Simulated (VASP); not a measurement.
AlN:

```
CELL_PARAMETERS angstrom
3.29235 0.00000 0.00000
-1.64617 2.85126 0.00000
0.00000 0.00000 4.13696
ATOMIC_POSITIONS crystal
Al 0.33333 0.66667 0.25000
Al 0.66667 0.33333 0.75000
N 0.66667 0.33333 0.25000
N 0.33333 0.66667 0.75000
```

Program: VASP 6.6.1. Alike in all runs: task single point; no spin polarisation; cell as given; k mesh 6 × 6 × 4; cutoff (eV) 520; smearing gaussian 0.01 eV.

Task: Order these runs on this cell by their pressure, lowest first.
A. level LDA; potentials or basis VASP PAW LDA potentials, release 64 (Al, N)
B. level r2SCAN; potentials or basis VASP PAW PBE potentials, release 64 (Al, N)
C. level PBE; potentials or basis VASP PAW PBE potentials, release 64 (Al, N)

Result: A (-3.4 GPa), B (-0.6 GPa), C (5.1 GPa).

Caveats: the PAW data sets were made with another functional, which shifts forces and pressure a little (some runs).
